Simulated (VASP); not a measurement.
# GaN (P6_3mc) in VASP: settings compared

The runs below take GaN through single point, with revPBE+D3(BJ), RPBE+D4.

Program: VASP 6.6.1. These are calculated values, not measurements. Logs are shortened: lines on timing, memory, paths and dates and some standing lists are left out, and cuts for length are marked.

**What was measured.**

From “Studying electronic properties in GaN without electrical contacts using γ-γ vs e−-γ Perturbed Angular Correlations”, 2019, pmc:6823545, for a bulk crystal of GaN: band gap 3.503 ± 0.005 eV (direct).

The results are compared with them further down.

### Step 1. The cell of the first run

Symmetry: P6_3mc, No. 186, hexagonal system. Conventional cell: a = 3.150 Å, b = 3.150 Å, c = 5.131 Å, α = 90.00°, β = 90.00°, γ = 120.00°. Ga (site symmetry 3m) has 4 N at 1.93 Å within 2.6 Å. Within 2.6 Å of N (site symmetry 3m) lie 4 Ga at 1.93 Å.

### Step 2. Single point, revPBE+D3(BJ) (volume scaled by 0.96)

File INCAR:

```
PREC = Accurate
ENCUT = 520
EDIFF = 1E-6
ISMEAR = 0
SIGMA = 0.05
LREAL = F
LASPH = T
NELM = 80
ALGO = Normal
ISIF = 2
LWAVE = F
LCHARG = F
GGA = RE
IVDW = 12
NBANDS = 26
```

File KPOINTS:

```
regular mesh
0
Gamma
  8 8 6
```

File POSCAR:

```
GaN
1.0
    3.1499866271      0.0000000001      0.0000000000
   -1.5749933136      2.7279684406      0.0000000000
    0.0000000000      0.0000000000      5.1309481544
Ga N
2 2
Direct
    0.3333333333      0.6666666667     -0.0008277438
    0.6666666667      0.3333333333      0.4991722562
    0.3333333333      0.6666666667      0.3758277438
    0.6666666667      0.3333333333      0.8758277438
```

Potentials or basis: VASP PAW PBE potentials, release 64 (Ga_d, N).

Command:

```sh
$ cat potpaw_PBE.64/Ga_d/POTCAR potpaw_PBE.64/N/POTCAR > POTCAR
$ mpirun -np 1 vasp_std > vasp.out
```

OUTCAR:

```text
PREC = Accurate
   ENCUT = 520
   EDIFF = 1E-6
   ISMEAR = 0
   LREAL = F
   LASPH = T
   NELM = 80
   ISIF = 2
   GGA = RE
   IVDW = 12
 IVDW          = 12

 ion  position               nearest neighbor table
   1  0.333  0.667  0.999-   4 1.93   4 1.93   4 1.93   3 1.93
   2  0.667  0.333  0.499-   3 1.93   3 1.93   3 1.93   4 1.93
   3  0.333  0.667  0.376-   2 1.93   2 1.93   2 1.93   1 1.93
   4  0.667  0.333  0.876-   1 1.93   1 1.93   1 1.93   2 1.93

  LATTYP: Found a hexagonal cell.
 ALAT       =     3.1499866271
 C/A-ratio  =     1.6288793452

  Lattice vectors:

 A1 = (   3.1499866271,   0.0000000001,   0.0000000000)
 A2 = (  -1.5749933136,   2.7279684406,   0.0000000000)
 A3 = (   0.0000000000,   0.0000000000,   5.1309481544)

Analysis of symmetry for initial positions (statically):
=====================================================================
 Subroutine PRICEL returns:
 Original cell was already a primitive cell.

 Routine SETGRP: Setting up the symmetry group for a
 hexagonal supercell.

 Subroutine GETGRP returns: Found 12 space group operations
 (whereof  6 operations were pure point group operations)
 out of a pool of 24 trial point group operations.

The static configuration has the point symmetry C_3v.
 The point group associated with its full space group is C_6v.

Analysis of symmetry for dynamics (positions and initial velocities):
=====================================================================
 Subroutine PRICEL returns:
 Original cell was already a primitive cell.

 Routine SETGRP: Setting up the symmetry group for a
 hexagonal supercell.

 Subroutine GETGRP returns: Found 12 space group operations
 (whereof  6 operations were pure point group operations)
 out of a pool of 24 trial point group operations.

The dynamic configuration has the point symmetry C_3v.
 The point group associated with its full space group is C_6v.

 Subroutine INISYM returns: Found 12 space group operations
 (whereof  6 operations are pure point group operations),
 and found     1 'primitive' translations

----------------------------------------------------------------------------------------

                                     Primitive cell

  volume of cell :      44.0906

  direct lattice vectors                    reciprocal lattice vectors
     3.149986627  0.000000000  0.000000000     0.317461665  0.183286578  0.000000000
    -1.574993314  2.727968441  0.000000000    -0.000000000  0.366573156  0.000000000
     0.000000000  0.000000000  5.130948154     0.000000000  0.000000000  0.194895752

  length of vectors
     3.149986627  3.149986627  5.130948154     0.366573156  0.366573156  0.194895752

  position of ions in fractional coordinates (direct lattice)
     0.333333333  0.666666667  0.999172256
     0.666666667  0.333333333  0.499172256
     0.333333333  0.666666667  0.375827744
     0.666666667  0.333333333  0.875827744

  ion indices of the primitive-cell ions
   primitive index   ion index
                 1           1
                 2           2
                 3           3
                 4           4

----------------------------------------------------------------------------------------

 KPOINTS: regular mesh

Automatic generation of k-mesh.
 Grid dimensions read from file:
 generate k-points for:    8    8    6

 Generating k-lattice:

  Cartesian coordinates                     Fractional coordinates (reciprocal lattice)
     0.039682708  0.022910822  0.000000000     0.125000000 -0.000000000  0.000000000
    -0.000000000  0.045821644  0.000000000     0.000000000  0.125000000  0.000000000
     0.000000000  0.000000000  0.032482625     0.000000000  0.000000000  0.166666667

  Length of vectors
     0.045821644  0.045821644  0.032482625

  Shift w.r.t. Gamma in fractional coordinates (k-lattice)
     0.000000000  0.000000000  0.000000000

 Subroutine IBZKPT returns following result:
 ===========================================

 Found     40 irreducible k-points:

 Following reciprocal coordinates:
            Coordinates               Weight
  0.000000  0.000000  0.000000      1.000000
  0.125000  0.000000  0.000000      6.000000
  0.250000  0.000000  0.000000      6.000000
  0.375000  0.000000  0.000000      6.000000
  0.500000  0.000000  0.000000      3.000000
  0.125000  0.125000  0.000000      6.000000
[... 16 lines left out ...]
  0.250000  0.000000  0.333333     12.000000
  0.375000  0.000000  0.333333     12.000000
 [... further k-points ...]
   k-points           NKPTS =     40   k-points in BZ     NKDIM =     40   number of bands    NBANDS=     26
   number of dos      NEDOS =    301   number of ions     NIONS =      4
   total plane-waves  NPLWV =  23040
   dimension x,y,z NGX =    24 NGY =   24 NGZ =   40
   dimension x,y,z NGXF=    48 NGYF=   48 NGZF=   80
   ions per type =               2   2
   NGX,Y,Z   is equivalent  to a cutoff of  12.67, 12.67, 12.96 a.u.
   NGXF,Y,Z  is equivalent  to a cutoff of  25.33, 25.33, 25.92 a.u.
 SYSTEM =  unknown system
   PREC   = accura    normal or accurate (medium, high low for compatibility)
   ISTART =      0    job   : 0-new  1-cont  2-samecut
   ICHARG =      2    charge: 1-file 2-atom 10-const
   ISPIN  =      1    spin polarized calculation?
   LNONCOLLINEAR =      F non collinear calculations
   LSORBIT =      F    spin-orbit coupling
   LASPH  =      T    aspherical Exc in radial PAW
   ENCUT  =  520.0 eV  38.22 Ry    6.18 a.u.   5.86  5.86  9.54*2*pi/ulx,y,z
   NELM   =     80;   NELMIN=  2; NELMDL= -5     # of ELM steps
   EDIFF  = 0.1E-05   stopping-criterion for ELM
   LREAL  =      F    real-space projection
   EDIFFG = 0.1E-04   stopping-criterion for IOM
   NSW    =      0    number of steps for IOM
   IBRION =     -1    ionic relax: 0-MD 1-quasi-New 2-CG
   NFREE  =      0    steps in history (QN), initial steepest desc. (CG)
   ISIF   =      2    stress and relaxation
   ISYM   =      2    0-nonsym 1-usesym 2-fastsym
   POTIM  = 0.5000    time-step for ionic-motion
   TEBEG  =    0.0;   TEEND  =   0.0 temperature during run
   PSTRESS=    0.0 pullay stress
   NELECT =      36.0000    total number of electrons
   NUPDOWN=      -1.0000    fix difference up-down
   EMIN   =  10.00;   EMAX   =-10.00  energy-range for DOS
   EFERMI =   0.00;   METHOD = LEGACY
   ISMEAR =     0;   SIGMA  =   0.05  broadening in eV -4-tet -1-fermi 0-gaus
   EFERMI_NEDOS =   21; number of points for ismear=-14 and -15
   IALGO  =     38    algorithm
   IMIX   =      4    mixing-type and parameters
     AMIX     =   0.40;   BMIX     =  1.00
     AMIX_MAG =   1.60;   BMIX_MAG =  1.00
  volume/ion in A,a.u.               =      11.02        74.38
  Fermi-wavevector in a.u.,A,eV,Ry     =   1.530126  2.891518 31.855111  2.341285
  Thomas-Fermi vector in A             =   2.637652
   LORBIT       =      0    0 simple, 1 ext, 2 COOP (PROOUT), +10 PAW based schemes
   GGA     = RE    functional components
   LHFCALC =     F    Hartree Fock is set to
   AEXX    =    0.0000 exact exchange contribution
   IVDW    =    12    specifies the selected vdW correction
   LEPSILON=     F    determine dielectric tensor
   LRPA    =     F    only Hartree local field effects (RPA)
 non-spin polarized calculation
 Gauss-broadening in eV      SIGMA  =   0.05
  energy-cutoff  :      520.00
  volume of cell :       44.09
 maximum number of plane-waves:      1200
 NGX is ok and might be reduce to    24
   NGX = 11   NGY = 11   NGZ = 19

 number of electron      36.0000033 magnetization

 Free energy of the ion-electron system (eV)
  ---------------------------------------------------
  ext. energy  EPLUGINS =         0.00000000
  ---------------------------------------------------
  free energy    TOTEN  =       -22.77207260 eV

  energy without entropy =      -22.77207260  energy(sigma->0) =      -22.77207260

 E-fermi :   6.0496     XC(G=0): -11.7203

 val. band max:        5.8127886323   @ k =   0.0000   0.0000   0.0000
 cond. band min:       8.0054532141   @ k =   0.0000   0.0000   0.0000
 fundamental gap:      2.1926645818
 Fermi energy:         6.0496065208

 k-point     1 :       0.0000    0.0000    0.0000
  band No.  band energies     occupation
      1     -10.5083      2.00000
      2      -9.4744      2.00000
      3      -7.6601      2.00000
      4      -7.6438      2.00000
      5      -7.6438      2.00000
      6      -7.5753      2.00000
[... 18 lines left out ...]
     25      17.8379      0.00000
     26      17.8379      0.00000

 k-point     2 :       0.1250    0.0000    0.0000
  band No.  band energies     occupation
      1     -10.3487      2.00000
      2      -9.4309      2.00000
      3      -7.6425      2.00000
      4      -7.6202      2.00000
      5      -7.5971      2.00000
      6      -7.5546      2.00000
[... 18 lines left out ...]
     25      17.3917      0.00000
     26      18.1742      0.00000

 k-point     3 :       0.2500    0.0000    0.0000
  band No.  band energies     occupation
      1      -9.9650      2.00000
      2      -9.3457      2.00000
      3      -7.6000      2.00000
      4      -7.5783      2.00000
      5      -7.5104      2.00000
      6      -7.4619      2.00000
[... 18 lines left out ...]
     25      17.5070      0.00000
     26      18.8740      0.00000

 k-point     4 :       0.3750    0.0000    0.0000
  band No.  band energies     occupation
      1      -9.6143      2.00000
      2      -9.2899      2.00000
      3      -7.5868      2.00000
      4      -7.5618      2.00000
      5      -7.4664      2.00000
      6      -7.4040      2.00000
[... 18 lines left out ...]
     25      17.9820      0.00000
     26      19.4770      0.00000
[... 496 lines left out ...]
      1     -10.0559      2.00000
      2      -9.5783      2.00000
      3      -7.6210      2.00000
      4      -7.6079      2.00000
      5      -7.5846      2.00000
      6      -7.5686      2.00000
[... 18 lines left out ...]
     25      16.8323      0.00000
     26      17.4060      0.00000

 k-point    23 :       0.2500    0.0000    0.3333
  band No.  band energies     occupation
      1      -9.7448      2.00000
      2      -9.4286      2.00000
      3      -7.5943      2.00000
      4      -7.5513      2.00000
      5      -7.5489      2.00000
      6      -7.4929      2.00000
[... 18 lines left out ...]
     25      17.2572      0.00000
     26      18.2677      0.00000

 k-point    24 :       0.3750    0.0000    0.3333
  band No.  band energies     occupation
      1      -9.4830      2.00000
      2      -9.3203      2.00000
      3      -7.5993      2.00000
      4      -7.5379      2.00000
      5      -7.5151      2.00000
      6      -7.4246      2.00000
[... 18 lines left out ...]
     25      17.4445      0.00000
     26      19.0499      0.00000

 [... further k-points ...]

------------------------ aborting loop because EDIFF is reached ----------------------------------------

 Edisp (eV)   -2.04034

 E8    (eV) :    -1.3724

  FORCE on cell =-STRESS in cart. coord.  units (eV):
  Direction    XX          YY          ZZ          XY          YZ          ZX
  --------------------------------------------------------------------------------------
  -------------------------------------------------------------------------------------
  Total       2.14653     2.14653     2.18989     0.00000     0.00000     0.00000
  in kB      78.00135    78.00135    79.57705     0.00000     0.00000     0.00000
  external pressure =       78.53 kB  Pullay stress =        0.00 kB

 VOLUME and BASIS-vectors are now :
 -----------------------------------------------------------------------------
  energy-cutoff  :      520.00
  volume of cell :       44.09
      direct lattice vectors                 reciprocal lattice vectors
     3.149986627  0.000000000  0.000000000     0.317461665  0.183286578  0.000000000
    -1.574993314  2.727968441  0.000000000    -0.000000000  0.366573156  0.000000000
     0.000000000  0.000000000  5.130948154     0.000000000  0.000000000  0.194895752

 POSITION                                       TOTAL-FORCE (eV/Angst)
 -----------------------------------------------------------------------------------
     -0.00000      1.81865      5.12670        -0.000000      0.000000      0.008515
      1.57499      0.90932      2.56123         0.000000     -0.000000      0.008515
     -0.00000      1.81865      1.92835         0.000000      0.000000     -0.008515
      1.57499      0.90932      4.49383        -0.000000      0.000000     -0.008515
 -----------------------------------------------------------------------------------
    total drift:                               -0.000001     -0.000001      0.000023

  FREE ENERGIE OF THE ION-ELECTRON SYSTEM (eV)
  ---------------------------------------------------
  free  energy   TOTEN  =       -24.8124086839 eV

  energy  without entropy=      -24.8124086839  energy(sigma->0) =      -24.81240868
```

Run time: 16 s. Hardware: 1 thread of Intel Xeon 6975P-C (Granite Rapids), shared host; peak memory 0.19 GiB.

Results:

```yaml
Free_energy: -24.8124 eV
Pressure: 7.9 GPa
Largest_force: 0.009 eV/Å
Band_gap_on_the_k_mesh: 2.19 eV, direct
Dispersion_energy_per_atom: -0.510 eV
```

Forces on the atoms (eV/Å):
```
Ga   0.000  0.000  0.009
Ga   0.000  0.000  0.009
N    0.000  0.000 -0.009
N    0.000  0.000 -0.009
```

Levels at points of the mesh, in eV from the valence-band top:
| k point | band 14 | band 15 | band 16 | band 17 | band 18 | band 19 | band 20 | band 21 | band 22 | band 23 |
| --- | --- | --- | --- | --- | --- | --- | --- | --- | --- | --- |
| (0.00, 0.00, 0.00) | -1.07 | -1.07 | -0.04 | 0.00 | 0.00 | 2.19 | 4.55 | 9.48 | 10.15 | 10.15 |
| (0.50, 0.00, 0.00) | -5.40 | -4.35 | -2.86 | -2.29 | -1.04 | 5.23 | 5.81 | 6.21 | 8.96 | 10.63 |
| (0.00, 0.00, 0.50) | -3.90 | -0.55 | -0.55 | -0.55 | -0.55 | 4.53 | 4.53 | 8.72 | 8.72 | 10.67 |
| (0.50, 0.00, 0.50) | -6.76 | -2.02 | -2.02 | -1.96 | -1.96 | 4.57 | 4.57 | 8.05 | 8.05 | 10.26 |

Caveat: the cell differs from its parent crystal (volume scaled by 0.96); the PAW data sets were made with another functional, which shifts forces and pressure a little.

### Step 3. Single point, RPBE+D4

This run uses another cell than the first one, of 11.24 Å³/atom, 1.020 times its volume.

File INCAR:

```
SYSTEM = GaN
PREC = Accurate ; ENCUT = 520
EDIFF = 1E-6 ; ISMEAR = 0
SIGMA = 0.05 ; LREAL = .False.
LASPH = .True. ; NELM = 80
ALGO = Normal ; ISIF = 2
LWAVE = .False. ; LCHARG = .True.
GGA = RP ; IVDW = 13
LELF = .True. ; LVHAR = .True.
NBANDS = 26
```

File KPOINTS:

```
regular mesh
0
Gamma
  8 8 6
  0 0 0
```

File POSCAR:

```
GaN
1.0
    3.1700932471      0.0000000001      0.0000000000
   -1.5850466237      2.7453812843      0.0000000000
    0.0000000000      0.0000000000      5.1674748498
Ga N
2 2
Direct
    0.3333333333      0.6666666667     -0.0007355918
    0.6666666667      0.3333333333      0.4992644082
    0.3333333333      0.6666666667      0.3757355918
    0.6666666667      0.3333333333      0.8757355918
```

Potentials or basis: VASP PAW PBE potentials, release 64 (Ga_d, N).

Command:

```sh
$ cat potpaw_PBE.64/Ga_d/POTCAR potpaw_PBE.64/N/POTCAR > POTCAR
$ mpirun -np 1 vasp_std > vasp.out
```

It took 17 s on 1 thread of Intel Xeon 6975P-C (Granite Rapids), shared host; peak memory 0.18 GiB.

Results (log left out):

- Free energy: -25.8606 eV
- Pressure: -0.3 GPa
- Largest force: 0.009 eV/Å
- Band gap on the k mesh: 2.07 eV, direct
- Dispersion energy per atom: -0.821 eV

Forces in eV/Å, atoms in the order of the input:
```
Ga   0.000  0.000  0.009
Ga   0.000  0.000  0.009
N    0.000  0.000 -0.009
N    0.000  0.000 -0.009
```

Levels at points of the mesh, in eV from the valence-band top:
```tsv
k point	band 15	band 16	band 17	band 18	band 19	band 20	band 21	band 22
(0.00, 0.00, 0.00)	-1.05	-0.05	0.00	0.00	2.07	4.44	9.39	10.06
(0.50, 0.00, 0.00)	-4.25	-2.78	-2.23	-1.01	5.20	5.72	6.17	8.81
(0.00, 0.00, 0.50)	-0.54	-0.54	-0.54	-0.54	4.42	4.42	8.64	8.64
(0.50, 0.00, 0.50)	-1.97	-1.97	-1.92	-1.92	4.53	4.53	7.94	7.94
```

Caveat: the PAW data sets were made with another functional, which shifts forces and pressure a little.

### Step 4. Single point, revPBE+D3(BJ) (volume scaled by 0.98)

File INCAR:

```
PREC = Accurate ; ENCUT = 520
EDIFF = 1E-6 ; ISMEAR = 0
SIGMA = 0.05 ; LREAL = False
LASPH = True ; NELM = 60
ALGO = Normal ; ISIF = 2
LWAVE = False ; LCHARG = True
GGA = RE ; IVDW = 12
LELF = True ; LVHAR = True
NBANDS = 26
```

File KPOINTS:

```
Automatic mesh
0
Gamma
  8 8 6
```

File POSCAR:

```
GaN
1.0
    3.1717113593      0.0000000001      0.0000000000
   -1.5858556797      2.7467826105      0.0000000000
    0.0000000000      0.0000000000      5.1663351220
Ga N
2 2
Direct
    0.3333333333      0.6666666667     -0.0008277438
    0.6666666667      0.3333333333      0.4991722562
    0.3333333333      0.6666666667      0.3758277438
    0.6666666667      0.3333333333      0.8758277438
```

Command:

```sh
$ cat potpaw_PBE.64/Ga_d/POTCAR potpaw_PBE.64/N/POTCAR > POTCAR
$ mpirun -np 1 vasp_std > vasp.out
```

Run time: 17 s. Hardware: 1 thread of Intel Xeon 6975P-C (Granite Rapids), shared host; peak memory 0.19 GiB.

The run converged. Its results:

* Free energy: -24.8455 eV
* Pressure: 3.6 GPa
* Largest force: 0.005 eV/Å
* Band gap on the k mesh: 2.05 eV, direct
* Dispersion energy per atom: -0.499 eV

Forces in eV/Å, atoms in the order of the input:
```
Ga   0.000  0.000  0.005
Ga   0.000  0.000  0.005
N    0.000  0.000 -0.005
N    0.000  0.000 -0.005
```

Stress tensor (GPa, compression positive):
```
3.56 0.00 0.00
0.00 3.56 0.00
0.00 0.00 3.74
```

Levels at points of the mesh, in eV from the valence-band top:
```
           k point  band 16  band 17  band 18  band 19  band 20  band 21
(0.00, 0.00, 0.00)    -0.04     0.00     0.00     2.05     4.41     9.36
(0.50, 0.00, 0.00)    -2.78    -2.23    -1.01     5.17     5.70     6.15
(0.00, 0.00, 0.50)    -0.54    -0.54    -0.54     4.40     4.40     8.61
(0.50, 0.00, 0.50)    -1.97    -1.92    -1.92     4.51     4.51     7.91
```

Caveat: the cell differs from its parent crystal (volume scaled by 0.98); the PAW data sets were made with another functional, which shifts forces and pressure a little.

### Step 5. Summary

```csv
level,cell,gap on the mesh (eV),pressure (GPa),largest force (eV/Å)
revPBE+D3(BJ),"a = 3.150, b = 3.150, c = 5.131 Å, angles 90.0, 90.0, 120.0°, 4 atoms",2.19,7.9,0.01
RPBE+D4,"a = 3.170, b = 3.170, c = 5.167 Å, angles 90.0, 90.0, 120.0°, 4 atoms",2.07,-0.3,0.01
revPBE+D3(BJ),"a = 3.172, b = 3.172, c = 5.166 Å, angles 90.0, 90.0, 120.0°, 4 atoms",2.05,3.6,-
```

Alike in all rows: task single point; potentials or basis VASP PAW PBE potentials, release 64 (Ga_d, N); no spin polarisation; k mesh 8 × 8 × 6; cutoff (eV) 520; smearing gaussian 0.05 eV.

Caveats: the PAW data sets were made with another functional, which shifts forces and pressure a little.

Total energies depend on the potentials used, so only differences within one code and one set of settings carry meaning.

### Step 6. How close it comes

Step 3. A measured gap of GaN is 3.503 eV (direct; quoted in “Studying electronic properties in GaN without electrical contacts using γ-γ vs e−-γ Perturbed Angular Correlations”, 2019, pmc:6823545); the calculated 2.07 eV misses it by -1.43 eV. Spin-orbit coupling on Ga is left out. The value is that of RPBE+D4, without temperature or zero-point motion. Semilocal functionals fall short of measured gaps as a rule.
